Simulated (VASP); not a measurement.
Wanted: the native input for a VASP 6.6.1 run.

| Quantity | Value |
| --- | --- |
| Task | relaxation of the atoms |
| Functional | PBE |
| Potentials or basis | VASP PAW PBE potentials, release 64 (Ba_sv, Te) |
| Cutoff | 450 eV |
| k mesh | 6 × 6 × 1 |
| Occupations | gaussian, width 0.05 eV |
| Spin | no spin polarisation |
| Dipole correction | yes |
| Atoms held fixed (from 0) | [0, 4, 1, 5] |
| Further INCAR settings | ALGO = Normal; EDIFF = 1e-07; NELMDL = -8; IBRION = 2; EDIFFG = -0.04; NSW = 60 |

The structure of BaTe lies in POSCAR:

```
BaTe
1.0
    4.8224682500      0.0000000000      0.0000000000
    0.0000000000      4.8224682500      0.0000000000
    0.0000000000      0.0000000000     27.2299998212
Ba Te
4 4
Selective dynamics
Direct
    0.5000000000      0.5000000000      0.3121557127  F F F
    0.0000000000      0.0000000000      0.4373852376  F F F
    0.5000000000      0.5000000000      0.5626147624  T T T
    0.0000000000      0.0000000000      0.6878442873  T T T
    0.0000000000      0.0000000000      0.3121557127  F F F
    0.5000000000      0.5000000000      0.4373852376  F F F
    0.0000000000      0.0000000000      0.5626147624  T T T
    0.5000000000      0.5000000000      0.6878442873  T T T
```

These files were run (other wordings do the same):

INCAR

```
SYSTEM = BaTe
ALGO = Normal
DIPOL = 0.5 0.5 0.500
EDIFF = 1E-7
EDIFFG = -0.04
ENCUT = 450
GGA = PE
GGA_COMPAT = .FALSE.
IBRION = 2
IDIPOL = 3
ISIF = 2
ISMEAR = 0
KPAR = 4
LASPH = .TRUE.
LCHARG = .FALSE.
LDIPOL = .TRUE.
LREAL = .FALSE.
LWAVE = .FALSE.
NELM = 120
NELMDL = -8
NELMIN = 4
NSW = 60
PREC = Accurate
SIGMA = 0.05
```

KPOINTS

```
k-points
0
G
  6 6 1
  0 0 0
```

Potentials or basis: VASP PAW PBE potentials, release 64 (Ba_sv, Te).

Launch:

```console
$ cat potpaw_PBE.64/Ba_sv/POTCAR potpaw_PBE.64/Te/POTCAR > POTCAR
$ mpirun -np 4 vasp_std > vasp.out
```

It gave:

| Property | Result |
| --- | --- |
| Energy gained by relaxing | 10.6 meV/atom |
| Ionic steps | 11 |
| Band gap on the k mesh | 1.42 eV, direct |

Caveat: spin-orbit coupling is left out, which moves the levels of the heavy elements.

Run time: 50 min on 4 MPI ranks on AMD EPYC 7571, on a shared host, peak memory 0.69 GiB a rank.
